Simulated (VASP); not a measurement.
# Sr (Fm-3m) in VASP: a series of runs

Runs on Sr. Level: r2SCAN. Tasks: single point.

Program: VASP 6.6.1. These are calculated values, not measurements. Logs are shortened: lines on timing, memory, paths and dates and some standing lists are left out, and cuts for length are marked.

## Step 1: The cell of the first run

Symmetry: Fm-3m, No. 225, cubic system. The conventional cell has a = 6.022 Å, b = 6.022 Å, c = 6.022 Å, α = 90.00°, β = 90.00°, γ = 90.00°. Sr (site symmetry m-3m) has 12 Sr at 4.26 Å within 5.6 Å.

## Step 2: Single point, r2SCAN (volume scaled by 0.96)

POSCAR reads:

```
Sr
1.0
    0.0000000000      3.0108606031      3.0108606031
    3.0108606031      0.0000000000      3.0108606031
    3.0108606031      3.0108606031      0.0000000000
Sr
1
Direct
    0.0000000000      0.0000000000      0.0000000000
```

INCAR.step1 reads:

```
PREC = Accurate
ENCUT = 520
ISMEAR = -1
SIGMA = 0.1
LREAL = F
LASPH = T
NELM = 80
NBANDS = 11
GGA = PE
ALGO = Normal
EDIFF = 1E-4
LWAVE = T
LCHARG = F
```

INCAR.step2 reads:

```
PREC = Accurate
ENCUT = 520
EDIFF = 1E-6
ISMEAR = -1
SIGMA = 0.1
LREAL = F
LASPH = T
NELM = 80
ALGO = Normal
ISIF = 2
LWAVE = F
LCHARG = T
METAGGA = R2SCAN
LMIXTAU = T
LELF = T
LVHAR = T
NBANDS = 11
ISTART = 1
```

KPOINTS reads:

```
Automatic mesh
0
Gamma
  15 15 15
```

Potentials or basis: VASP PAW PBE potentials, release 64 (Sr_sv).

Launch:

```bash
$ cat potpaw_PBE.64/Sr_sv/POTCAR > POTCAR
$ cp INCAR.step1 INCAR
$ mpirun -np 1 vasp_std > vasp.out
$ cp INCAR.step2 INCAR
$ mpirun -np 1 vasp_std > vasp.out
```

OUTCAR:

```text
PREC = Accurate
   ENCUT = 520
   EDIFF = 1E-6
   ISMEAR = -1
   LREAL = F
   LASPH = T
   NELM = 80
   ISIF = 2
   METAGGA = R2SCAN
   ISTART = 1

 ion  position               nearest neighbor table
   1  0.000  0.000  0.000-

  LATTYP: Found a face centered cubic cell.
 ALAT       =     6.0217212062

  Lattice vectors:

 A1 = (   0.0000000000,   3.0108606031,   3.0108606031)
 A2 = (   3.0108606031,   0.0000000000,   3.0108606031)
 A3 = (   3.0108606031,   3.0108606031,   0.0000000000)

Analysis of symmetry for initial positions (statically):
=====================================================================
 Subroutine PRICEL returns:
 Original cell was already a primitive cell.

 Routine SETGRP: Setting up the symmetry group for a
 face centered cubic supercell.

 Subroutine GETGRP returns: Found 48 space group operations
 (whereof 48 operations were pure point group operations)
 out of a pool of 48 trial point group operations.

The static configuration has the point symmetry O_h .

Analysis of symmetry for dynamics (positions and initial velocities):
=====================================================================
 Subroutine PRICEL returns:
 Original cell was already a primitive cell.

 Routine SETGRP: Setting up the symmetry group for a
 face centered cubic supercell.

 Subroutine GETGRP returns: Found 48 space group operations
 (whereof 48 operations were pure point group operations)
 out of a pool of 48 trial point group operations.

The dynamic configuration has the point symmetry O_h .

 Subroutine INISYM returns: Found 48 space group operations
 (whereof 48 operations are pure point group operations),
 and found     1 'primitive' translations

----------------------------------------------------------------------------------------

                                     Primitive cell

  volume of cell :      54.5886

  direct lattice vectors                    reciprocal lattice vectors
     0.000000000  3.010860603  3.010860603    -0.166065476  0.166065476  0.166065476
     3.010860603  0.000000000  3.010860603     0.166065476 -0.166065476  0.166065476
     3.010860603  3.010860603  0.000000000     0.166065476  0.166065476 -0.166065476

  length of vectors
     4.257999899  4.257999899  4.257999899     0.287633842  0.287633842  0.287633842

  position of ions in fractional coordinates (direct lattice)
     0.000000000  0.000000000  0.000000000

  ion indices of the primitive-cell ions
   primitive index   ion index
                 1           1

----------------------------------------------------------------------------------------

 KPOINTS: Automatic mesh

Automatic generation of k-mesh.
 Grid dimensions read from file:
 generate k-points for:   15   15   15

 Generating k-lattice:

  Cartesian coordinates                     Fractional coordinates (reciprocal lattice)
    -0.011071032  0.011071032  0.011071032     0.066666667  0.000000000  0.000000000
     0.011071032 -0.011071032  0.011071032     0.000000000  0.066666667  0.000000000
     0.011071032  0.011071032 -0.011071032     0.000000000  0.000000000  0.066666667

  Length of vectors
     0.019175589  0.019175589  0.019175589

  Shift w.r.t. Gamma in fractional coordinates (k-lattice)
     0.000000000  0.000000000  0.000000000

 Subroutine IBZKPT returns following result:
 ===========================================

 Found    120 irreducible k-points:

 Following reciprocal coordinates:
            Coordinates               Weight
  0.000000  0.000000  0.000000      1.000000
  0.066667  0.000000  0.000000      8.000000
  0.133333  0.000000  0.000000      8.000000
  0.200000  0.000000  0.000000      8.000000
  0.266667  0.000000  0.000000      8.000000
  0.333333  0.000000  0.000000      8.000000
[... 16 lines left out ...]
  0.133333  0.133333  0.000000      6.000000
  0.200000  0.133333  0.000000     24.000000
 [... further k-points ...]
   k-points           NKPTS =    120   k-points in BZ     NKDIM =    120   number of bands    NBANDS=     11
   number of dos      NEDOS =    301   number of ions     NIONS =      1
   total plane-waves  NPLWV =  32768
   dimension x,y,z NGX =    32 NGY =   32 NGZ =   32
   dimension x,y,z NGXF=    64 NGYF=   64 NGZF=   64
   ions per type =               1
   NGX,Y,Z   is equivalent  to a cutoff of  12.49, 12.49, 12.49 a.u.
   NGXF,Y,Z  is equivalent  to a cutoff of  24.99, 24.99, 24.99 a.u.
 SYSTEM =  unknown system
   PREC   = accura    normal or accurate (medium, high low for compatibility)
   ISTART =      1    job   : 0-new  1-cont  2-samecut
   ICHARG =      0    charge: 1-file 2-atom 10-const
   ISPIN  =      1    spin polarized calculation?
   LNONCOLLINEAR =      F non collinear calculations
   LSORBIT =      F    spin-orbit coupling
   LASPH  =      T    aspherical Exc in radial PAW
   ENCUT  =  520.0 eV  38.22 Ry    6.18 a.u.   7.92  7.92  7.92*2*pi/ulx,y,z
   NELM   =     80;   NELMIN=  2; NELMDL=  0     # of ELM steps
   EDIFF  = 0.1E-05   stopping-criterion for ELM
   LREAL  =      F    real-space projection
   EDIFFG = 0.1E-04   stopping-criterion for IOM
   NSW    =      0    number of steps for IOM
   IBRION =     -1    ionic relax: 0-MD 1-quasi-New 2-CG
   NFREE  =      0    steps in history (QN), initial steepest desc. (CG)
   ISIF   =      2    stress and relaxation
   ISYM   =      2    0-nonsym 1-usesym 2-fastsym
   POTIM  = 0.5000    time-step for ionic-motion
   TEBEG  =    0.0;   TEEND  =   0.0 temperature during run
   PSTRESS=    0.0 pullay stress
   NELECT =      10.0000    total number of electrons
   NUPDOWN=      -1.0000    fix difference up-down
   EMIN   =  10.00;   EMAX   =-10.00  energy-range for DOS
   EFERMI =   0.00;   METHOD = LEGACY
   ISMEAR =    -1;   SIGMA  =   0.10  broadening in eV -4-tet -1-fermi 0-gaus
   EFERMI_NEDOS =   21; number of points for ismear=-14 and -15
   IALGO  =     38    algorithm
   IMIX   =      4    mixing-type and parameters
     AMIX     =   0.40;   BMIX     =  1.00
     AMIX_MAG =   1.60;   BMIX_MAG =  1.00
  volume/ion in A,a.u.               =      54.59       368.38
  Fermi-wavevector in a.u.,A,eV,Ry     =   0.929767  1.757005 11.761786  0.864467
  Thomas-Fermi vector in A             =   2.056085
   LORBIT       =      0    0 simple, 1 ext, 2 COOP (PROOUT), +10 PAW based schemes
   METAGGA = R2SCAN    functional components
   LHFCALC =     F    Hartree Fock is set to
   AEXX    =    0.0000 exact exchange contribution
   IVDW    =     0    specifies the selected vdW correction
   LEPSILON=     F    determine dielectric tensor
   LRPA    =     F    only Hartree local field effects (RPA)
 non-spin polarized calculation
  energy-cutoff  :      520.00
  volume of cell :       54.59
 maximum number of plane-waves:      1484
   NGX = 15   NGY = 15   NGZ = 15

 number of electron      10.0000000 magnetization

 Free energy of the ion-electron system (eV)
  ---------------------------------------------------
  ext. energy  EPLUGINS =         0.00000000
  ---------------------------------------------------
  free energy    TOTEN  =       -15.11680520 eV

  energy without entropy =      -15.07655347  energy(sigma->0) =      -15.09667934

 E-fermi :   1.6187     XC(G=0):  -7.8161

 val. band max:        1.6140057433   @ k =  -0.4000   0.2000   0.0667
 cond. band min:       1.6206876761   @ k =  -0.3333   0.4000   0.0667
 fundamental gap:      0.0066819329
 Fermi energy:         1.6186917308

 k-point     1 :       0.0000    0.0000    0.0000
  band No.  band energies     occupation
      1     -36.3709      2.00000
      2     -17.6286      2.00000
      3     -17.6286      2.00000
      4     -17.6286      2.00000
      5      -2.2141      2.00000
      6       4.3429      0.00000
      7       4.3429      0.00000
      8       4.3429      0.00000
      9       5.9032      0.00000
     10       5.9032      0.00000
     11       9.1705      0.00000

 k-point     2 :       0.0667    0.0000    0.0000
  band No.  band energies     occupation
      1     -36.3702      2.00000
      2     -17.6380      2.00000
      3     -17.6298      2.00000
      4     -17.6298      2.00000
      5      -2.1379      2.00000
      6       4.2087      0.00000
      7       4.3794      0.00000
      8       4.3794      0.00000
      9       5.8495      0.00000
     10       5.8495      0.00000
     11       9.3802      0.00000

 k-point     3 :       0.1333    0.0000    0.0000
  band No.  band energies     occupation
      1     -36.3683      2.00000
      2     -17.6643      2.00000
      3     -17.6333      2.00000
      4     -17.6333      2.00000
      5      -1.9140      2.00000
      6       3.8689      0.00000
      7       4.4653      0.00000
      8       4.4653      0.00000
      9       5.7413      0.00000
     10       5.7413      0.00000
     11       9.8321      0.00000

 k-point     4 :       0.2000    0.0000    0.0000
  band No.  band energies     occupation
      1     -36.3655      2.00000
      2     -17.7027      2.00000
      3     -17.6384      2.00000
      4     -17.6384      2.00000
      5      -1.5558      2.00000
      6       3.4327      0.00000
      7       4.5202      0.00000
      8       4.5202      0.00000
      9       5.7175      0.00000
     10       5.7175      0.00000
     11       9.4132      0.00000

 k-point     5 :       0.2667    0.0000    0.0000
  band No.  band energies     occupation
      1     -36.3622      2.00000
      2     -17.7464      2.00000
      3     -17.6442      2.00000
      4     -17.6442      2.00000
      5      -1.0865      2.00000
      6       2.9703      0.00000
      7       4.4632      0.00000
      8       4.4632      0.00000
      9       5.9021      0.00000
     10       5.9021      0.00000
     11       8.8295      0.00000
[... 211 lines left out ...]
 k-point    21 :      -0.1333    0.0667    0.0000
  band No.  band energies     occupation
      1     -36.3669      2.00000
      2     -17.6797      2.00000
      3     -17.6420      2.00000
      4     -17.6332      2.00000
      5      -1.7437      2.00000
      6       3.6751      0.00000
      7       4.4368      0.00000
      8       4.5689      0.00000
      9       5.4720      0.00000
     10       5.8980      0.00000
     11       9.9614      0.00000

 k-point    22 :      -0.0667    0.0667    0.0000
  band No.  band energies     occupation
      1     -36.3692      2.00000
      2     -17.6510      2.00000
      3     -17.6353      2.00000
      4     -17.6303      2.00000
      5      -2.0126      2.00000
      6       4.0204      0.00000
      7       4.4099      0.00000
      8       4.4490      0.00000
      9       5.6639      0.00000
     10       5.8839      0.00000
     11       9.6983      0.00000

 k-point    23 :       0.1333    0.1333    0.0000
  band No.  band energies     occupation
      1     -36.3675      2.00000
      2     -17.6634      2.00000
      3     -17.6412      2.00000
      4     -17.6412      2.00000
      5      -1.8151      2.00000
      6       3.7740      0.00000
      7       4.5324      0.00000
      8       4.5324      0.00000
      9       5.2040      0.00000
     10       6.0564      0.00000
     11      10.1869      0.00000

 k-point    24 :       0.2000    0.1333    0.0000
  band No.  band energies     occupation
      1     -36.3653      2.00000
      2     -17.6884      2.00000
      3     -17.6476      2.00000
      4     -17.6459      2.00000
      5      -1.5521      2.00000
      6       3.4908      0.00000
      7       4.5531      0.00000
      8       4.6300      0.00000
      9       5.0107      0.00000
     10       6.1224      0.00000
     11      10.4026      0.00000

 [... further k-points ...]
[... 5 lines left out ...]
  --------------------------------------------------------------------------------------
  -------------------------------------------------------------------------------------
  Total        0.1840521      0.1840521      0.1840521      0.0000000     -0.0000000     -0.0000000
  in kB        5.4019357      5.4019357      5.4019357      0.0000000     -0.0000000     -0.0000000
  external PRESSURE =       5.4019357 kB  Pullay stress =       0.0000000 kB

 VOLUME and BASIS-vectors are now :
 -----------------------------------------------------------------------------
  energy-cutoff  :      520.00
  volume of cell :       54.59
      direct lattice vectors                 reciprocal lattice vectors
     0.000000000  3.010860603  3.010860603    -0.166065476  0.166065476  0.166065476
     3.010860603  0.000000000  3.010860603     0.166065476 -0.166065476  0.166065476
     3.010860603  3.010860603  0.000000000     0.166065476  0.166065476 -0.166065476

 POSITION                                       TOTAL-FORCE (eV/Angst)
 -----------------------------------------------------------------------------------
      0.00000      0.00000      0.00000         0.000000      0.000000      0.000000
 -----------------------------------------------------------------------------------
    total drift:                                0.000000      0.000000      0.000000

  FREE ENERGIE OF THE ION-ELECTRON SYSTEM (eV)
  ---------------------------------------------------
  free  energy   TOTEN  =       -15.1168052046 eV

  energy  without entropy=      -15.0765534742  energy(sigma->0) =      -15.09667934
```

Wall time 2.5 min (1 thread of Intel Xeon 6975P-C, shared host); peak memory 0.23 GiB.

What came out:

```
Free energy            : -15.1168 eV
Pressure               : 0.5 GPa
Band gap on the k mesh : zero (band 5 reaches 1.71 eV, above the bottom of band 6 at 1.61 eV)
```

Caveat: the cell differs from its parent crystal (volume scaled by 0.96); the PAW data sets were made with another functional, which shifts forces and pressure a little.

## Step 3: Single point, r2SCAN

This run uses another cell than the first one, of 56.86 Å³/atom, 1.042 times its volume.

POSCAR reads:

```
Sr
1.0
    0.0000000000      3.0521103947      3.0521103947
    3.0521103947      0.0000000000      3.0521103947
    3.0521103947      3.0521103947      0.0000000000
Sr
1
Direct
    0.0000000000      0.0000000000      0.0000000000
```

INCAR.step1 reads:

```
PREC = Accurate
ENCUT = 520
ISMEAR = -1
SIGMA = 0.1
LREAL = False
LASPH = True
NELM = 80
NBANDS = 11
GGA = PE
ALGO = Normal
EDIFF = 1E-4
LWAVE = True
LCHARG = False
```

INCAR.step2 reads:

```
PREC = Accurate
ENCUT = 520
EDIFF = 1E-6
ISMEAR = -1
SIGMA = 0.1
LREAL = False
LASPH = True
NELM = 80
ALGO = Normal
ISIF = 2
LWAVE = False
LCHARG = False
METAGGA = R2SCAN
LMIXTAU = True
NBANDS = 11
ISTART = 1
```

KPOINTS reads:

```
regular mesh
0
Gamma
  15 15 15
```

Potentials or basis: VASP PAW PBE potentials, release 64 (Sr_sv).

Launch:

```bash
$ cat potpaw_PBE.64/Sr_sv/POTCAR > POTCAR
$ cp INCAR.step1 INCAR
$ mpirun -np 1 vasp_std > vasp.out
$ cp INCAR.step2 INCAR
$ mpirun -np 1 vasp_std > vasp.out
```

Run time: 2.3 min. Hardware: 1 thread of Intel Xeon 6975P-C, shared host; peak memory 0.24 GiB.

Results (log left out):

```
Free energy            : -15.1208 eV
Pressure               : 0.0 GPa
Band gap on the k mesh : zero (band 5 reaches 1.59 eV, above the bottom of band 6 at 1.43 eV)
```

Levels at points of the mesh, in eV from the Fermi level:
```
           k point  band 3  band 4  band 5  band 6  band 7  band 8
(0.00, 0.00, 0.00)  -19.33  -19.33   -3.77    2.68    2.68    2.68
```

Caveat: the PAW data sets were made with another functional, which shifts forces and pressure a little.

## Step 4: Single point, r2SCAN (volume scaled by 1.04)

POSCAR reads:

```
Sr
1.0
    0.0000000000      3.0922743479      3.0922743479
    3.0922743479      0.0000000000      3.0922743479
    3.0922743479      3.0922743479      0.0000000000
Sr
1
Direct
    0.0000000000      0.0000000000      0.0000000000
```

INCAR.step1 reads:

```
ALGO     = Normal         # electronic algorithm
EDIFF    = 1E-4           # SCF threshold, eV
ENCUT    = 520            # plane-wave cutoff, eV
GGA      = PE             # functional
ISMEAR   = -1             # smearing method
LASPH    = True           # aspherical terms in the spheres
LCHARG   = False          # write CHGCAR
LREAL    = False          # projectors in reciprocal space
LWAVE    = True           # write WAVECAR
NBANDS   = 11             # bands
NELM     = 100            # most SCF steps
PREC     = Accurate       # precision mode
SIGMA    = 0.1            # smearing width, eV
```

INCAR.step2 reads:

```
ALGO     = Normal         # electronic algorithm
EDIFF    = 1E-6           # SCF threshold, eV
ENCUT    = 520            # plane-wave cutoff, eV
ISIF     = 2              # what is computed and relaxed
ISMEAR   = -1             # smearing method
ISTART   = 1            
LASPH    = True           # aspherical terms in the spheres
LCHARG   = False          # write CHGCAR
LMIXTAU  = True         
LREAL    = False          # projectors in reciprocal space
LWAVE    = False          # write WAVECAR
METAGGA  = R2SCAN         # meta-GGA
NBANDS   = 11             # bands
NELM     = 100            # most SCF steps
PREC     = Accurate       # precision mode
SIGMA    = 0.1            # smearing width, eV
```

KPOINTS reads:

```
k-points
0
Gamma
  15 15 15
```

Launch:

```bash
$ cat potpaw_PBE.64/Sr_sv/POTCAR > POTCAR
$ cp INCAR.step1 INCAR
$ mpirun -np 1 vasp_std > vasp.out
$ cp INCAR.step2 INCAR
$ mpirun -np 1 vasp_std > vasp.out
```

Wall time 4.4 min (1 thread of Intel Xeon 6975P-C, shared host); peak memory 0.26 GiB.

The run converged. Its results:

```
Free energy            : -15.1179 eV
Pressure               : -0.4 GPa
Band gap on the k mesh : zero (band 5 reaches 1.48 eV, above the bottom of band 6 at 1.26 eV)
```

Levels at points of the mesh, in eV from the Fermi level:
```
           k point  band 1  band 2  band 3  band 4  band 5  band 6  band 7  band 8  band 9  band 10
(0.00, 0.00, 0.00)  -38.14  -19.41  -19.41  -19.41   -3.70    2.64    2.64    2.64    4.08     4.08
```

Caveat: the cell differs from its parent crystal (volume scaled by 1.04); the PAW data sets were made with another functional, which shifts forces and pressure a little.

[end of part 1 of 2]
